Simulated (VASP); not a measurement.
# PtSe2 in VASP: further runs

PtSe2 is run at these levels: PBE+D3(BJ); tasks: single point.

Program: VASP 6.6.1. These are calculated values, not measurements. Logs are shortened: lines on timing, memory, paths and dates and some standing lists are left out, and cuts for length are marked.

## Step 1: The cell of the first run

The cell holds a slab with vacuum, 6 atoms: a = 3.707 Å, b = 3.707 Å, c = 22.798 Å, α = 90.00°, β = 90.00°, γ = 120.00°.

## Step 2: Single point, PBE+D3(BJ) (layers slid over each other)

INCAR reads:

```
PREC     = Accurate       # precision mode
ENCUT    = 520            # plane-wave cutoff, eV
EDIFF    = 1E-6           # SCF threshold, eV
ISMEAR   = 0              # smearing method
SIGMA    = 0.05           # smearing width, eV
LREAL    = False          # projectors in reciprocal space
LASPH    = True           # aspherical terms in the spheres
NELM     = 100            # most SCF steps
ALGO     = Normal         # electronic algorithm
ISIF     = 2              # what is computed and relaxed
LWAVE    = False          # write WAVECAR
LCHARG   = False          # write CHGCAR
LDIPOL   = True         
IDIPOL   = 3            
DIPOL    = 0.5 0.5 0.382
GGA      = PE             # functional
IVDW     = 12             # dispersion correction
NBANDS   = 31             # bands
```

KPOINTS reads:

```
Automatic mesh
0
Gamma
  9 9 1
```

POSCAR reads:

```
PtSe2
1.0
    3.7070358307      0.0000000000      0.0000000000
   -1.8535179153      3.2103872021      0.0000000000
    0.0000000000      0.0000000000     22.7981611688
Se Pt
4 2
Direct
    0.6666666667      0.3333333333      0.1973843402
    0.3333333333      0.6666666667      0.3135814565
    0.3333333333      1.0000000000      0.4499959672
    0.6666666667      0.6666666667      0.5661930834
    0.0000000000      0.0000000000      0.2554828983
    1.0000000000      1.3333333333      0.5080945253
```

Potentials or basis: VASP PAW PBE potentials, release 64 (Se, Pt).

The run is started by

```console
$ cat potpaw_PBE.64/Se/POTCAR potpaw_PBE.64/Pt/POTCAR > POTCAR
$ mpirun -np 1 vasp_std > vasp.out
```

OUTCAR:

```text
PREC = Accurate
   ENCUT = 520
   EDIFF = 1E-6
   ISMEAR = 0
   LREAL = False
   LASPH = True
   NELM = 100
   ISIF = 2
   GGA = PE
   IVDW = 12
 IVDW          = 12

 ion  position               nearest neighbor table
   1  0.667  0.333  0.197-   5 2.52   5 2.52   5 2.52
   2  0.333  0.667  0.314-   5 2.52   5 2.52   5 2.52
   3  0.333  0.000  0.450-   6 2.52   6 2.52   6 2.52
   4  0.667  0.667  0.566-   6 2.52   6 2.52   6 2.52
   5  0.000  0.000  0.255-   1 2.52   1 2.52   1 2.52   2 2.52   2 2.52   2 2.52
   6  0.000  0.333  0.508-   3 2.52   4 2.52   4 2.52   3 2.52   4 2.52   3 2.52

  LATTYP: Found a hexagonal cell.
 ALAT       =     3.7070358307
 C/A-ratio  =     6.1499705452

  Lattice vectors:

 A1 = (   3.7070358307,   0.0000000000,   0.0000000000)
 A2 = (  -1.8535179153,   3.2103872021,   0.0000000000)
 A3 = (   0.0000000000,   0.0000000000,  22.7981611688)

Analysis of symmetry for initial positions (statically):
=====================================================================
 Subroutine PRICEL returns:
 Original cell was already a primitive cell.

 Routine SETGRP: Setting up the symmetry group for a
 hexagonal supercell.

 Subroutine GETGRP returns: Found  2 space group operations
 (whereof  1 operations were pure point group operations)
 out of a pool of 24 trial point group operations.

The static configuration has the point symmetry C_1 .
 The point group associated with its full space group is C_2 .

Analysis of symmetry for dynamics (positions and initial velocities):
=====================================================================
 Subroutine PRICEL returns:
 Original cell was already a primitive cell.

 Routine SETGRP: Setting up the symmetry group for a
 hexagonal supercell.

 Subroutine GETGRP returns: Found  2 space group operations
 (whereof  1 operations were pure point group operations)
 out of a pool of 24 trial point group operations.

The dynamic configuration has the point symmetry C_1 .
 The point group associated with its full space group is C_2 .

 Subroutine INISYM returns: Found  2 space group operations
 (whereof  1 operations are pure point group operations),
 and found     1 'primitive' translations

----------------------------------------------------------------------------------------

                                     Primitive cell

  volume of cell :     271.3214

  direct lattice vectors                    reciprocal lattice vectors
     3.707035831  0.000000000  0.000000000     0.269757306  0.155744453  0.000000000
    -1.853517915  3.210387202  0.000000000     0.000000000  0.311488907  0.000000000
     0.000000000  0.000000000 22.798161169     0.000000000  0.000000000  0.043863187

  length of vectors
     3.707035831  3.707035831 22.798161169     0.311488907  0.311488907  0.043863187

  position of ions in fractional coordinates (direct lattice)
     0.666666667  0.333333333  0.197384340
     0.333333333  0.666666667  0.313581457
     0.333333333  0.000000000  0.449995967
     0.666666667  0.666666667  0.566193083
     0.000000000  0.000000000  0.255482898
     0.000000000  0.333333333  0.508094525

  ion indices of the primitive-cell ions
   primitive index   ion index
                 1           1
                 2           2
                 3           3
                 4           4
                 5           5
                 6           6

----------------------------------------------------------------------------------------

 KPOINTS: Automatic mesh

Automatic generation of k-mesh.
 Grid dimensions read from file:
 generate k-points for:    9    9    1

 Generating k-lattice:

  Cartesian coordinates                     Fractional coordinates (reciprocal lattice)
     0.029973034  0.017304939  0.000000000     0.111111111  0.000000000  0.000000000
     0.000000000  0.034609879  0.000000000     0.000000000  0.111111111  0.000000000
     0.000000000  0.000000000  0.043863187     0.000000000  0.000000000  1.000000000

  Length of vectors
     0.034609879  0.034609879  0.043863187

  Shift w.r.t. Gamma in fractional coordinates (k-lattice)
     0.000000000  0.000000000  0.000000000

 Subroutine IBZKPT returns following result:
 ===========================================

 Found     25 irreducible k-points:

 Following reciprocal coordinates:
            Coordinates               Weight
  0.000000  0.000000  0.000000      1.000000
  0.111111  0.000000  0.000000      2.000000
  0.000000  0.111111  0.000000      4.000000
  0.222222 -0.000000  0.000000      2.000000
  0.000000  0.222222  0.000000      4.000000
  0.333333  0.000000  0.000000      2.000000
[... 16 lines left out ...]
 -0.222222 -0.444444  0.000000      4.000000
  0.444444  0.333333  0.000000      4.000000
   k-points           NKPTS =     25   k-points in BZ     NKDIM =     25   number of bands    NBANDS=     31
   number of dos      NEDOS =    301   number of ions     NIONS =      6
   total plane-waves  NPLWV = 141120
   dimension x,y,z NGX =    28 NGY =   28 NGZ =  180
   dimension x,y,z NGXF=    56 NGYF=   56 NGZF=  360
   ions per type =               4   2
   NGX,Y,Z   is equivalent  to a cutoff of  12.56, 12.56, 13.13 a.u.
   NGXF,Y,Z  is equivalent  to a cutoff of  25.11, 25.11, 26.25 a.u.
 SYSTEM =  unknown system
   PREC   = accura    normal or accurate (medium, high low for compatibility)
   ISTART =      0    job   : 0-new  1-cont  2-samecut
   ICHARG =      2    charge: 1-file 2-atom 10-const
   ISPIN  =      1    spin polarized calculation?
   LNONCOLLINEAR =      F non collinear calculations
   LSORBIT =      F    spin-orbit coupling
   LASPH  =      T    aspherical Exc in radial PAW
   ENCUT  =  520.0 eV  38.22 Ry    6.18 a.u.   6.89  6.89 42.39*2*pi/ulx,y,z
   NELM   =    100;   NELMIN=  2; NELMDL= -5     # of ELM steps
   EDIFF  = 0.1E-05   stopping-criterion for ELM
   LREAL  =      F    real-space projection
   EDIFFG = 0.1E-04   stopping-criterion for IOM
   NSW    =      0    number of steps for IOM
   IBRION =     -1    ionic relax: 0-MD 1-quasi-New 2-CG
   NFREE  =      0    steps in history (QN), initial steepest desc. (CG)
   ISIF   =      2    stress and relaxation
   ISYM   =      2    0-nonsym 1-usesym 2-fastsym
   POTIM  = 0.5000    time-step for ionic-motion
   TEBEG  =    0.0;   TEEND  =   0.0 temperature during run
   PSTRESS=    0.0 pullay stress
   NELECT =      44.0000    total number of electrons
   NUPDOWN=      -1.0000    fix difference up-down
   EMIN   =  10.00;   EMAX   =-10.00  energy-range for DOS
   EFERMI =   0.00;   METHOD = LEGACY
   ISMEAR =     0;   SIGMA  =   0.05  broadening in eV -4-tet -1-fermi 0-gaus
   EFERMI_NEDOS =   21; number of points for ismear=-14 and -15
   IALGO  =     38    algorithm
   IMIX   =      4    mixing-type and parameters
     AMIX     =   0.40;   BMIX     =  1.00
     AMIX_MAG =   1.60;   BMIX_MAG =  1.00
  volume/ion in A,a.u.               =      45.22       305.16
  Fermi-wavevector in a.u.,A,eV,Ry     =   0.892752  1.687058 10.843938  0.797007
  Thomas-Fermi vector in A             =   2.014742
   LORBIT       =      0    0 simple, 1 ext, 2 COOP (PROOUT), +10 PAW based schemes
   GGA     = PE    functional components
   LHFCALC =     F    Hartree Fock is set to
   AEXX    =    0.0000 exact exchange contribution
   IVDW    =    12    specifies the selected vdW correction
   LEPSILON=     F    determine dielectric tensor
   LRPA    =     F    only Hartree local field effects (RPA)
 non-spin polarized calculation
 Gauss-broadening in eV      SIGMA  =   0.05
  energy-cutoff  :      520.00
  volume of cell :      271.32
 maximum number of plane-waves:      7334
   NGX = 13   NGY = 13   NGZ = 85

 dipolmoment           0.000000      0.000000      0.000036 electrons x Angstroem

 number of electron      44.0000001 magnetization

 dipolmoment           0.000000      0.000000     -0.000004 electrons x Angstroem

 Free energy of the ion-electron system (eV)
  ---------------------------------------------------
  ext. energy  EPLUGINS =         0.00000000
  ---------------------------------------------------
  free energy    TOTEN  =       -28.51088935 eV

  energy without entropy =      -28.51088935  energy(sigma->0) =      -28.51088935

 E-fermi :   0.0892     XC(G=0):  -5.4587

 val. band max:       -0.1880590948   @ k =   0.1111   0.0000   0.0000
 cond. band min:       0.4707429717   @ k =   0.2222  -0.0000   0.0000
 fundamental gap:      0.6588020665
 Fermi energy:         0.0891764195

 k-point     1 :       0.0000    0.0000    0.0000
  band No.  band energies     occupation
      1     -14.8134      2.00000
      2     -14.6896      2.00000
      3     -13.1014      2.00000
      4     -12.8741      2.00000
      5      -6.1497      2.00000
      6      -5.7845      2.00000
[... 23 lines left out ...]
     30       4.8615      0.00000
     31       4.9421      0.00000

 k-point     2 :       0.1111    0.0000    0.0000
  band No.  band energies     occupation
      1     -14.6823      2.00000
      2     -14.5569      2.00000
      3     -13.1005      2.00000
      4     -12.8849      2.00000
      5      -6.0541      2.00000
      6      -5.7942      2.00000
[... 23 lines left out ...]
     30       5.5140      0.00000
     31       5.5750      0.00000

 k-point     3 :       0.0000    0.1111    0.0000
  band No.  band energies     occupation
      1     -14.6814      2.00000
      2     -14.5575      2.00000
      3     -13.0988      2.00000
      4     -12.8867      2.00000
      5      -6.0557      2.00000
      6      -5.7992      2.00000
[... 23 lines left out ...]
     30       5.5069      0.00000
     31       5.5920      0.00000

 k-point     4 :       0.2222   -0.0000    0.0000
  band No.  band energies     occupation
      1     -14.3202      2.00000
      2     -14.1898      2.00000
      3     -13.1016      2.00000
      4     -12.9156      2.00000
      5      -5.9884      2.00000
      6      -5.7624      2.00000
[... 23 lines left out ...]
     30       5.3660      0.00000
     31       6.1320      0.00000

 k-point     5 :       0.0000    0.2222    0.0000
  band No.  band energies     occupation
      1     -14.3158      2.00000
      2     -14.1929      2.00000
      3     -13.0951      2.00000
      4     -12.9228      2.00000
      5      -5.9936      2.00000
      6      -5.7689      2.00000
[... 23 lines left out ...]
     30       5.3851      0.00000
     31       6.1476      0.00000
[... 542 lines left out ...]
     30       6.2988      0.00000
     31       6.9862      0.00000

 k-point    22 :       0.3333    0.2222    0.0000
  band No.  band energies     occupation
      1     -13.3083      2.00000
      2     -13.1479      2.00000
      3     -13.0890      2.00000
      4     -13.0120      2.00000
      5      -6.3453      2.00000
      6      -6.2534      2.00000
[... 23 lines left out ...]
     30       7.0616      0.00000
     31       7.3343      0.00000

 k-point    23 :      -0.2222   -0.4444    0.0000
  band No.  band energies     occupation
      1     -13.2820      2.00000
      2     -13.1579      2.00000
      3     -13.0863      2.00000
      4     -13.0302      2.00000
      5      -6.3420      2.00000
      6      -6.2721      2.00000
[... 23 lines left out ...]
     30       6.9898      0.00000
     31       7.3523      0.00000

 k-point    24 :       0.4444    0.3333    0.0000
  band No.  band energies     occupation
      1     -13.2934      2.00000
      2     -13.1528      2.00000
      3     -13.0872      2.00000
      4     -13.0235      2.00000
      5      -6.3342      2.00000
      6      -6.2727      2.00000
[... 23 lines left out ...]
     30       7.0799      0.00000
     31       7.4007      0.00000

 [... further k-points ...]

------------------------ aborting loop because EDIFF is reached ----------------------------------------

 vacuum level on the upper side and lower side of the slab       (xc-potential included)        -0.182        -0.183

 Edisp (eV)   -2.14075

 E8    (eV) :    -0.9488

  FORCE on cell =-STRESS in cart. coord.  units (eV):
  Direction    XX          YY          ZZ          XY          YZ          ZX
  --------------------------------------------------------------------------------------
  -------------------------------------------------------------------------------------
  Total       0.00381     0.16692    -0.15231    -0.14126     0.46374    -0.26774
  in kB       0.02251     0.98570    -0.89943    -0.83414     2.73844    -1.58103
  external pressure =        0.04 kB  Pullay stress =        0.00 kB

 VOLUME and BASIS-vectors are now :
 -----------------------------------------------------------------------------
  energy-cutoff  :      520.00
  volume of cell :      271.32
      direct lattice vectors                 reciprocal lattice vectors
     3.707035831  0.000000000  0.000000000     0.269757306  0.155744453  0.000000000
    -1.853517915  3.210387202  0.000000000     0.000000000  0.311488907  0.000000000
     0.000000000  0.000000000 22.798161169     0.000000000  0.000000000  0.043863187

 POSITION                                       TOTAL-FORCE (eV/Angst)
 -----------------------------------------------------------------------------------
      1.85352      1.07013      4.50000         0.008542     -0.050367     -0.019537
     -0.00000      2.14026      7.14908         0.062350     -0.121007     -0.057906
      1.23568      0.00000     10.25908        -0.073620      0.114501      0.057906
      1.23568      2.14026     12.90816        -0.039348      0.032581      0.019537
      0.00000      0.00000      5.82454        -0.004241      0.055931      0.078100
     -0.61784      1.07013     11.58362         0.046317     -0.031639     -0.078100
 -----------------------------------------------------------------------------------
    total drift:                                0.000098      0.000049     -0.000131

  FREE ENERGIE OF THE ION-ELECTRON SYSTEM (eV)
  ---------------------------------------------------
  free  energy   TOTEN  =       -30.6516411826 eV

  energy  without entropy=      -30.6516411826  energy(sigma->0) =      -30.65164118

 vacuum level on the upper side and lower side of the slab         4.850         4.850
```

Run time: 3.8 min. Hardware: 1 thread of Intel Xeon Platinum 8488C (Sapphire Rapids), shared host; peak memory 0.48 GiB.

Results:

```yaml
Free_energy: -30.6516 eV
Largest_force: 0.148 eV/Å
Band_gap_on_the_k_mesh: 0.66 eV (least direct gap 0.87 eV)
Dispersion_energy_per_atom: -0.357 eV
```

Forces in eV/Å, atoms in the order of the input:
```
Se   0.009 -0.050 -0.020
Se   0.062 -0.121 -0.058
Se  -0.074  0.115  0.058
Se  -0.039  0.033  0.020
Pt  -0.004  0.056  0.078
Pt   0.046 -0.032 -0.078
```

Caveat: the cell differs from its parent crystal (layers slid over each other); spin-orbit coupling is left out, which moves the levels of the heavy elements.

## Step 3: Single point, PBE+D3(BJ) (layers slid over each other)

INCAR reads:

```
ALGO     = Normal         # electronic algorithm
DIPOL    = 0.5 0.5 0.382
EDIFF    = 1E-7           # SCF threshold, eV
ENCUT    = 520            # plane-wave cutoff, eV
GGA      = PE             # functional
IDIPOL   = 3            
ISIF     = 2              # what is computed and relaxed
ISMEAR   = 0              # smearing method
IVDW     = 12             # dispersion correction
LASPH    = True           # aspherical terms in the spheres
LCHARG   = False          # write CHGCAR
LDIPOL   = True         
LREAL    = False          # projectors in reciprocal space
LWAVE    = False          # write WAVECAR
NBANDS   = 31             # bands
NELM     = 80             # most SCF steps
PREC     = Accurate       # precision mode
SIGMA    = 0.05           # smearing width, eV
```

KPOINTS reads:

```
k-points
0
Gamma
  9 9 1
```

POSCAR reads:

```
PtSe2
1.0
    3.7070358307      0.0000000000      0.0000000000
   -1.8535179153      3.2103872021      0.0000000000
    0.0000000000      0.0000000000     22.7981611688
Se Pt
4 2
Direct
    0.6666666667      0.3333333333      0.1973843402
    0.3333333333      0.6666666667      0.3135814565
    0.3333333333      0.8333333333      0.4499959672
    0.6666666667      0.5000000000      0.5661930834
    0.0000000000      0.0000000000      0.2554828983
    1.0000000000      1.1666666667      0.5080945253
```

Potentials or basis: VASP PAW PBE potentials, release 64 (Se, Pt).

The run is started by

```console
$ cat potpaw_PBE.64/Se/POTCAR potpaw_PBE.64/Pt/POTCAR > POTCAR
$ mpirun -np 1 vasp_std > vasp.out
```

Run time: 4.3 min. Hardware: 1 thread of Intel Xeon Platinum 8488C (Sapphire Rapids), shared host; peak memory 0.48 GiB.

The run converged. Its results:

```
Free energy                : -30.5501 eV
Largest force              : 0.325 eV/Å
Band gap on the k mesh     : 0.50 eV (least direct gap 0.74 eV)
Dispersion energy per atom : -0.356 eV
```

Forces in eV/Å, atoms in the order of the input:
```
Se   0.022 -0.056 -0.035
Se   0.084 -0.152 -0.275
Se  -0.090  0.148  0.275
Se  -0.037  0.047  0.035
Pt  -0.023  0.064  0.029
Pt   0.044 -0.052 -0.029
```

Levels at points of the mesh, in eV from the valence-band top:
```
           k point  band 20  band 21  band 22  band 23  band 24  band 25
(0.00, 0.00, 0.00)    -0.62    -0.60    -0.37     2.19     2.23     2.35
```

Caveat: the cell differs from its parent crystal (layers slid over each other); spin-orbit coupling is left out, which moves the levels of the heavy elements.
